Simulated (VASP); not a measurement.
# VO2 (P4_2/mnm) in VASP: further runs

VO2 is run at these levels: r2SCAN; tasks: single point.

Everything below comes from runs of VASP 6.6.1. Logs are shortened: lines on timing, memory, paths and dates and some standing lists are left out, and cuts for length are marked.

**1. The cell of the first run**

Symmetry: P4_2/mnm, No. 136, tetragonal system. The conventional cell has a = 4.590 Å, b = 4.590 Å, c = 2.852 Å, α = 90.00°, β = 90.00°, γ = 90.00°. Within 2.5 Å of V (site symmetry mmm) lie 6 O at 1.92 to 1.96 Å. O (site symmetry m2m) has 3 V at 1.92 to 1.96 Å and 1 O at 2.57 Å within 2.6 Å.

**2. Single point, r2SCAN, collinear spin, ferromagnetic start (10.02 Å³/atom)**

POSCAR reads:

```
VO2
1.0
    4.5902363676      0.0000000000      0.0000000000
    0.0000000000      4.5902363676      0.0000000000
    0.0000000000      0.0000000000      2.8520732008
V O
2 4
Direct
    0.0000000000      0.0000000000      0.0000000000
    0.5000000000      0.5000000000      0.5000000000
    0.3021846688      0.3021846688      0.0000000000
    0.1978153312      0.8021846688      0.5000000000
    0.6978153312      0.6978153312      0.0000000000
    0.8021846688      0.1978153312      0.5000000000
```

INCAR.step1 reads:

```
SYSTEM = VO2
ALGO = Normal ; EDIFF = 1E-5
ENCUT = 660 ; GGA = PE
GGA_COMPAT = .False. ; ISMEAR = 0
ISPIN = 2 ; KPAR = 4
LASPH = .True. ; LCHARG = .False.
LMAXMIX = 4 ; LREAL = .False.
LWAVE = .True. ; MAGMOM = 0.98 0.98 0 0 0 0
NBANDS = 38 ; NELM = 200
PREC = Accurate ; SIGMA = 0.1
```

INCAR.step2 reads:

```
SYSTEM = VO2
ALGO = Normal ; EDIFF = 1E-6
ENCUT = 660 ; GGA_COMPAT = .False.
ISIF = 2 ; ISMEAR = 0
ISPIN = 2 ; ISTART = 1
KPAR = 4 ; LASPH = .True.
LCHARG = .False. ; LMAXMIX = 4
LMIXTAU = .True. ; LORBIT = 11
LREAL = .False. ; LWAVE = .False.
MAGMOM = 0.98 0.98 0 0 0 0 ; METAGGA = R2SCAN
NBANDS = 38 ; NELM = 200
PREC = Accurate ; SIGMA = 0.1
```

KPOINTS reads:

```
k-points
0
Gamma
  8 8 12
  0 0 0
```

Potentials or basis: VASP PAW PBE potentials, release 64 (V_sv, O).

Started as:

```bash
$ cat potpaw_PBE.64/V_sv/POTCAR potpaw_PBE.64/O/POTCAR > POTCAR
$ cp INCAR.step1 INCAR
$ mpirun -np 4 vasp_std > vasp.out
$ cp INCAR.step2 INCAR
$ mpirun -np 4 vasp_std > vasp.out
```

OUTCAR:

```text
SYSTEM = VO2
   EDIFF = 1E-6
   ENCUT = 660
   ISIF = 2
   ISMEAR = 0
   ISPIN = 2
   ISTART = 1
   LASPH = .True.
   LORBIT = 11
   LREAL = .False.
   METAGGA = R2SCAN
   NELM = 200
   PREC = Accurate

 ion  position               nearest neighbor table
   1  0.000  0.000  0.000-   4 1.92   6 1.92   4 1.92   6 1.92   5 1.96   3 1.96
   2  0.500  0.500  0.500-   3 1.92   5 1.92   3 1.92   5 1.92   4 1.96   6 1.96
   3  0.302  0.302  0.000-   2 1.92   2 1.92   1 1.96
   4  0.198  0.802  0.500-   1 1.92   1 1.92   2 1.96
   5  0.698  0.698  0.000-   2 1.92   2 1.92   1 1.96
   6  0.802  0.198  0.500-   1 1.92   1 1.92   2 1.96

  LATTYP: Found a simple tetragonal cell.
 ALAT       =     4.5902363676
 C/A-ratio  =     0.6213347140

  Lattice vectors:

 A1 = (   4.5902363676,   0.0000000000,   0.0000000000)
 A2 = (   0.0000000000,   4.5902363676,   0.0000000000)
 A3 = (   0.0000000000,   0.0000000000,   2.8520732008)

Analysis of symmetry for initial positions (statically):
=====================================================================
 Subroutine PRICEL returns:
 Original cell was already a primitive cell.

 Routine SETGRP: Setting up the symmetry group for a
 simple tetragonal supercell.

 Subroutine GETGRP returns: Found 16 space group operations
 (whereof  8 operations were pure point group operations)
 out of a pool of 16 trial point group operations.

The static configuration has the point symmetry D_2h.
 The point group associated with its full space group is D_4h.

Analysis of symmetry for dynamics (positions and initial velocities):
=====================================================================
 Subroutine PRICEL returns:
 Original cell was already a primitive cell.

 Routine SETGRP: Setting up the symmetry group for a
 simple tetragonal supercell.

 Subroutine GETGRP returns: Found 16 space group operations
 (whereof  8 operations were pure point group operations)
 out of a pool of 16 trial point group operations.

The dynamic configuration has the point symmetry D_2h.
 The point group associated with its full space group is D_4h.

Analysis of structural, dynamic, and magnetic symmetry:
=====================================================================
 Subroutine PRICEL returns:
 Original cell was already a primitive cell.

 Routine SETGRP: Setting up the symmetry group for a
 simple tetragonal supercell.

 Subroutine GETGRP returns: Found 16 space group operations
 (whereof  8 operations were pure point group operations)
 out of a pool of 16 trial point group operations.

The overall configuration has the point symmetry D_2h.
 The point group associated with its full space group is D_4h.

 Subroutine INISYM returns: Found 16 space group operations
 (whereof  8 operations are pure point group operations),
 and found     1 'primitive' translations

----------------------------------------------------------------------------------------

                                     Primitive cell

  volume of cell :      60.0940

  direct lattice vectors                    reciprocal lattice vectors
     4.590236368  0.000000000  0.000000000     0.217853705  0.000000000  0.000000000
     0.000000000  4.590236368  0.000000000     0.000000000  0.217853705  0.000000000
     0.000000000  0.000000000  2.852073201     0.000000000  0.000000000  0.350622137

  length of vectors
     4.590236368  4.590236368  2.852073201     0.217853705  0.217853705  0.350622137

  position of ions in fractional coordinates (direct lattice)
     0.000000000  0.000000000  0.000000000
     0.500000000  0.500000000  0.500000000
     0.302184669  0.302184669  0.000000000
     0.197815331  0.802184669  0.500000000
     0.697815331  0.697815331  0.000000000
     0.802184669  0.197815331  0.500000000

  ion indices of the primitive-cell ions
   primitive index   ion index
                 1           1
                 2           2
                 3           3
                 4           4
                 5           5
                 6           6

[... 31 lines left out ...]
  0.375000  0.000000  0.000000      4.000000
  0.500000  0.000000  0.000000      2.000000
  0.125000  0.125000  0.000000      4.000000
[... 16 lines left out ...]
  0.375000  0.125000  0.083333     16.000000
  0.500000  0.125000  0.083333      8.000000
 [... further k-points ...]
   k-points           NKPTS =    105   k-points in BZ     NKDIM =    105   number of bands    NBANDS=     38
   number of dos      NEDOS =    301   number of ions     NIONS =      6
   total plane-waves  NPLWV =  38400
   dimension x,y,z NGX =    40 NGY =   40 NGZ =   24
   dimension x,y,z NGXF=    80 NGYF=   80 NGZF=   48
   ions per type =               2   4
   NGX,Y,Z   is equivalent  to a cutoff of  14.49, 14.49, 13.99 a.u.
   NGXF,Y,Z  is equivalent  to a cutoff of  28.97, 28.97, 27.98 a.u.
 SYSTEM =  VO2
   PREC   = accura    normal or accurate (medium, high low for compatibility)
   ISTART =      1    job   : 0-new  1-cont  2-samecut
   ICHARG =      0    charge: 1-file 2-atom 10-const
   ISPIN  =      2    spin polarized calculation?
   LNONCOLLINEAR =      F non collinear calculations
   LSORBIT =      F    spin-orbit coupling
   LASPH  =      T    aspherical Exc in radial PAW
   ENCUT  =  660.0 eV  48.51 Ry    6.96 a.u.   9.62  9.62  5.97*2*pi/ulx,y,z
   NELM   =    200;   NELMIN=  2; NELMDL=  0     # of ELM steps
   EDIFF  = 0.1E-05   stopping-criterion for ELM
   LREAL  =      F    real-space projection
   EDIFFG = 0.1E-04   stopping-criterion for IOM
   NSW    =      0    number of steps for IOM
   IBRION =     -1    ionic relax: 0-MD 1-quasi-New 2-CG
   NFREE  =      0    steps in history (QN), initial steepest desc. (CG)
   ISIF   =      2    stress and relaxation
   ISYM   =      2    0-nonsym 1-usesym 2-fastsym
   POTIM  = 0.5000    time-step for ionic-motion
   TEBEG  =    0.0;   TEEND  =   0.0 temperature during run
   PSTRESS=    0.0 pullay stress
   NELECT =      50.0000    total number of electrons
   NUPDOWN=      -1.0000    fix difference up-down
   EMIN   =  10.00;   EMAX   =-10.00  energy-range for DOS
   EFERMI =   0.00;   METHOD = LEGACY
   ISMEAR =     0;   SIGMA  =   0.10  broadening in eV -4-tet -1-fermi 0-gaus
   EFERMI_NEDOS =   21; number of points for ismear=-14 and -15
   IALGO  =     38    algorithm
   IMIX   =      4    mixing-type and parameters
     AMIX     =   0.40;   BMIX     =  1.00
     AMIX_MAG =   1.60;   BMIX_MAG =  1.00
  volume/ion in A,a.u.               =      10.02        67.59
  Fermi-wavevector in a.u.,A,eV,Ry     =   1.539765  2.909735 32.257750  2.370878
  Thomas-Fermi vector in A             =   2.645947
   LORBIT       =     11    0 simple, 1 ext, 2 COOP (PROOUT), +10 PAW based schemes
   METAGGA = R2SCAN    functional components
   LHFCALC =     F    Hartree Fock is set to
   AEXX    =    0.0000 exact exchange contribution
   IVDW    =     0    specifies the selected vdW correction
   LEPSILON=     F    determine dielectric tensor
   LRPA    =     F    only Hartree local field effects (RPA)
 spin polarized calculation
 Gauss-broadening in eV      SIGMA  =   0.10
  energy-cutoff  :      660.00
  volume of cell :       60.09
 maximum number of plane-waves:      2344
 NGX is ok and might be reduce to    40
   NGX = 19   NGY = 19   NGZ = 11

 number of electron      50.0000007 magnetization       2.0000001

 Free energy of the ion-electron system (eV)
  ---------------------------------------------------
  ext. energy  EPLUGINS =         0.00000000
  ---------------------------------------------------
  free energy    TOTEN  =       -67.98374983 eV

  energy without entropy =      -67.96933826  energy(sigma->0) =      -67.97654405

 E-fermi :   5.7611     XC(G=0): -12.4508

 val. band max:        5.7582135352   @ k =   0.3750   0.2500   0.0000
 cond. band min:       5.7627077318   @ k =   0.2500   0.0000   0.1667
 fundamental gap:      0.0044941966
 Fermi energy:         5.7611448222

 spin component 1

 k-point     1 :       0.0000    0.0000    0.0000
  band No.  band energies     occupation
      1     -62.9974      1.00000
      2     -62.9888      1.00000
      3     -35.7216      1.00000
      4     -35.7216      1.00000
      5     -35.6166      1.00000
      6     -35.6166      1.00000
[... 949 lines left out ...]
     36      15.8937      0.00000
     37      18.8621      0.00000

 [... further k-points ...]

 spin component 2

 k-point     1 :       0.0000    0.0000    0.0000
  band No.  band energies     occupation
      1     -61.4712      1.00000
      2     -61.4618      1.00000
      3     -34.2858      1.00000
      4     -34.2858      1.00000
      5     -34.1059      1.00000
      6     -34.0860      1.00000
[... 949 lines left out ...]
     36      16.0335      0.00000
     37      19.2104      0.00000

 [... further k-points ...]

 [bands above 37 left out]

------------------------ aborting loop because EDIFF is reached ----------------------------------------

  FORCE on cell =-STRESS in cart. coord.  units (eV):
  Direction    XX          YY          ZZ          XY          YZ          ZX
  --------------------------------------------------------------------------------------
  -------------------------------------------------------------------------------------
  Total       -2.2637809     -2.2637809     -2.0444506      0.0000000      0.0000000      0.0000000
  in kB      -60.3551326    -60.3551326    -54.5075207      0.0000000      0.0000000      0.0000000
  external PRESSURE =     -58.4059286 kB  Pullay stress =       0.0000000 kB

 VOLUME and BASIS-vectors are now :
 -----------------------------------------------------------------------------
  energy-cutoff  :      660.00
  volume of cell :       60.09
      direct lattice vectors                 reciprocal lattice vectors
     4.590236368  0.000000000  0.000000000     0.217853705  0.000000000  0.000000000
     0.000000000  4.590236368  0.000000000     0.000000000  0.217853705  0.000000000
     0.000000000  0.000000000  2.852073201     0.000000000  0.000000000  0.350622137

 POSITION                                       TOTAL-FORCE (eV/Angst)
 -----------------------------------------------------------------------------------
      0.00000      0.00000      0.00000        -0.000000      0.000000      0.000000
      2.29512      2.29512      1.42604        -0.000000      0.000000      0.000000
      1.38710      1.38710      0.00000        -0.035511     -0.035511     -0.000000
      0.90802      3.68222      1.42604         0.035511     -0.035511     -0.000000
      3.20314      3.20314      0.00000         0.035511      0.035511      0.000000
      3.68222      0.90802      1.42604        -0.035511      0.035511      0.000000
 -----------------------------------------------------------------------------------
    total drift:                                0.000000     -0.000000     -0.000000

  FREE ENERGIE OF THE ION-ELECTRON SYSTEM (eV)
  ---------------------------------------------------
  free  energy   TOTEN  =       -67.9837498264 eV

  energy  without entropy=      -67.9693382649  energy(sigma->0) =      -67.97654405

 total charge

# of ion       s       p       d       tot
------------------------------------------
    1        2.270   6.324   2.837  11.431
    2        2.270   6.324   2.837  11.431
    3        1.573   3.501   0.000   5.074
    4        1.573   3.501   0.000   5.074
    5        1.573   3.501   0.000   5.074
    6        1.573   3.501   0.000   5.074
--------------------------------------------------
tot         10.831  26.650   5.675  43.156

 magnetization (x)

# of ion       s       p       d       tot
------------------------------------------
    1        0.014   0.013   1.105   1.132
    2        0.014   0.013   1.105   1.132
    3       -0.002  -0.088   0.000  -0.090
    4       -0.002  -0.088   0.000  -0.090
    5       -0.002  -0.088   0.000  -0.090
    6       -0.002  -0.088   0.000  -0.090
--------------------------------------------------
tot          0.019  -0.325   2.210   1.903
```

It took 13 min on 4 MPI ranks of Intel Xeon Platinum 8259CL at 2.50GHz (Skylake/Cascade Lake), shared host; peak memory 0.55 GiB.

Results:

- Free energy: -67.9837 eV
- Pressure: -5.8 GPa
- Largest force: 0.050 eV/Å
- Band gap on the k mesh: zero (filled and empty bands overlap)
- Net moment: 2.00 μB per cell
- Site moments: V +1.13; O -0.09 μB
- Valence electrons inside the program's atomic spheres: V 11.43; O 5.07

Forces on the atoms (eV/Å):
```
V    0.000  0.000  0.000
V    0.000  0.000  0.000
O   -0.036 -0.036  0.000
O    0.036 -0.036  0.000
O    0.036  0.036  0.000
O   -0.036  0.036  0.000
```

Levels at points of the mesh, in eV from the Fermi level:
Spin up:
| k point | band 23 | band 24 | band 25 | band 26 | band 27 | band 28 | band 29 | band 30 |
| --- | --- | --- | --- | --- | --- | --- | --- | --- |
| (0.00, 0.00, 0.00) | -1.87 | -1.50 | -0.94 | -0.53 | -0.53 | -0.48 | -0.06 | 1.99 |
| (0.50, 0.00, 0.00) | -2.14 | -2.14 | -0.19 | -0.19 | 0.07 | 0.07 | 1.10 | 1.10 |
| (0.50, 0.50, 0.00) | -2.69 | -2.69 | -0.83 | -0.83 | -0.51 | -0.51 | 1.49 | 1.49 |
| (0.00, 0.00, 0.50) | -3.16 | -3.16 | 0.45 | 0.45 | 0.69 | 0.69 | 0.99 | 0.99 |
| (0.50, 0.00, 0.50) | -2.45 | -2.45 | -0.83 | -0.83 | 0.68 | 0.68 | 1.32 | 1.32 |
| (0.50, 0.50, 0.50) | -2.28 | -2.28 | 0.14 | 0.14 | 0.41 | 0.41 | 0.68 | 0.68 |
Spin down:
```
           k point  band 20  band 21  band 22  band 23  band 24  band 25  band 26  band 27  band 28  band 29
(0.00, 0.00, 0.00)    -3.57    -2.25    -2.09    -2.09    -1.61     0.69     0.78     1.39     1.69     1.69
(0.50, 0.00, 0.00)    -4.82    -3.13    -3.13    -2.37    -2.37     1.30     1.30     2.21     2.21     2.46
(0.50, 0.50, 0.00)    -3.83    -2.88    -2.88    -2.84    -2.84     0.65     0.65     1.70     1.70     2.71
(0.00, 0.00, 0.50)    -4.75    -3.89    -3.89    -3.18    -3.18     1.83     1.83     2.18     2.18     2.64
(0.50, 0.00, 0.50)    -4.20    -3.65    -3.65    -2.70    -2.70     0.95     0.95     2.17     2.17     2.76
(0.50, 0.50, 0.50)    -4.72    -2.90    -2.90    -2.36    -2.36     1.52     1.52     2.21     2.21     2.22
```

Caveat: the cell stands under tension; the PAW data sets were made with another functional, which shifts forces and pressure a little; semilocal functionals often make such compounds metallic where correlation or magnetic order opens a gap, which also shifts bond lengths.

**3. Single point, r2SCAN, collinear spin, ferromagnetic start**

This run uses another cell than the first one, of 9.72 Å³/atom.

POSCAR reads:

```
VO2
1.0
    4.5406265658      0.0000000000      0.0000000000
    0.0000000000      4.5406265658      0.0000000000
    0.0000000000      0.0000000000      2.8298405836
V O
2 4
Direct
    0.0000000000      0.0000000000      0.0000000000
    0.5000000000      0.5000000000      0.5000000000
    0.3003240502      0.3003240502      0.0000000000
    0.1996759498      0.8003240502      0.5000000000
    0.6996759498      0.6996759498      0.0000000000
    0.8003240502      0.1996759498      0.5000000000
```

INCAR.step1 reads:

```
SYSTEM = VO2
PREC = Accurate
ENCUT = 660
ISMEAR = 0
SIGMA = 0.1
LREAL = .False.
LASPH = .True.
NELM = 200
ISPIN = 2
MAGMOM = 0.98 0.98 0 0 0 0
LMAXMIX = 4
NBANDS = 38
GGA = PE
ALGO = Normal
EDIFF = 1E-5
LWAVE = .True.
LCHARG = .False.
GGA_COMPAT = .False.
KPAR = 4
```

INCAR.step2 reads:

```
SYSTEM = VO2
PREC = Accurate
ENCUT = 660
EDIFF = 1E-6
ISMEAR = 0
SIGMA = 0.1
LREAL = .False.
LASPH = .True.
NELM = 200
ALGO = Normal
ISIF = 2
LWAVE = .False.
LCHARG = .False.
ISPIN = 2
MAGMOM = 0.98 0.98 0 0 0 0
LORBIT = 11
LMAXMIX = 4
METAGGA = R2SCAN
LMIXTAU = .True.
NBANDS = 38
ISTART = 1
GGA_COMPAT = .False.
KPAR = 4
```

KPOINTS reads:

```
regular mesh
0
Gamma
  8 8 12
  0 0 0
```

Potentials or basis: VASP PAW PBE potentials, release 64 (V_sv, O).

Started as:

```bash
$ cat potpaw_PBE.64/V_sv/POTCAR potpaw_PBE.64/O/POTCAR > POTCAR
$ cp INCAR.step1 INCAR
$ mpirun -np 4 vasp_std > vasp.out
$ cp INCAR.step2 INCAR
$ mpirun -np 4 vasp_std > vasp.out
```

It took 3.5 min on 4 MPI ranks of Intel Xeon 6975P-C (Granite Rapids), shared host; peak memory 0.56 GiB.

Results (log left out):

```yaml
Free_energy: -68.0087 eV
Pressure: 0.8 GPa
Largest_force: 0.041 eV/Å
Band_gap_on_the_k_mesh: zero (filled and empty bands overlap)
Net_moment: 2.00 μB per cell
Site_moments: V +1.12; O -0.08 μB
Valence_electrons_inside_the_program's_atomic_spheres: V 11.49; O 5.09
```

Forces on the atoms (eV/Å):
```
V    0.000  0.000  0.000
V    0.000  0.000  0.000
O   -0.029 -0.029  0.000
O    0.029 -0.029  0.000
O    0.029  0.029  0.000
O   -0.029  0.029  0.000
```

Stress tensor (GPa, compression positive):
```
0.61 0.00 0.00
0.00 0.61 0.00
0.00 0.00 1.22
```

Levels at points of the mesh, in eV from the Fermi level:
Spin up:
| k point | band 24 | band 25 | band 26 | band 27 | band 28 | band 29 |
| --- | --- | --- | --- | --- | --- | --- |
| (0.00, 0.00, 0.00) | -1.50 | -1.02 | -0.61 | -0.49 | -0.49 | -0.14 |
| (0.50, 0.00, 0.00) | -2.22 | -0.26 | -0.26 | 0.17 | 0.17 | 1.13 |
| (0.50, 0.50, 0.00) | -2.83 | -0.93 | -0.93 | -0.47 | -0.47 | 1.55 |
| (0.00, 0.00, 0.50) | -3.23 | 0.52 | 0.52 | 0.68 | 0.68 | 1.03 |
| (0.50, 0.00, 0.50) | -2.57 | -0.85 | -0.85 | 0.67 | 0.67 | 1.39 |
| (0.50, 0.50, 0.50) | -2.30 | 0.19 | 0.19 | 0.40 | 0.40 | 0.68 |
Spin down:
```tsv
k point	band 22	band 23	band 24	band 25	band 26	band 27
(0.00, 0.00, 0.00)	-2.16	-2.16	-1.63	0.65	0.72	1.31
(0.50, 0.00, 0.00)	-3.26	-2.43	-2.43	1.28	1.28	2.18
(0.50, 0.50, 0.00)	-2.97	-2.96	-2.96	0.60	0.60	1.62
(0.00, 0.00, 0.50)	-4.10	-3.25	-3.25	1.86	1.86	2.25
(0.50, 0.00, 0.50)	-3.76	-2.80	-2.80	0.87	0.87	2.24
(0.50, 0.50, 0.50)	-3.04	-2.40	-2.40	1.53	1.53	2.14
```

Caveat: the PAW data sets were made with another functional, which shifts forces and pressure a little; semilocal functionals often make such compounds metallic where correlation or magnetic order opens a gap, which also shifts bond lengths.
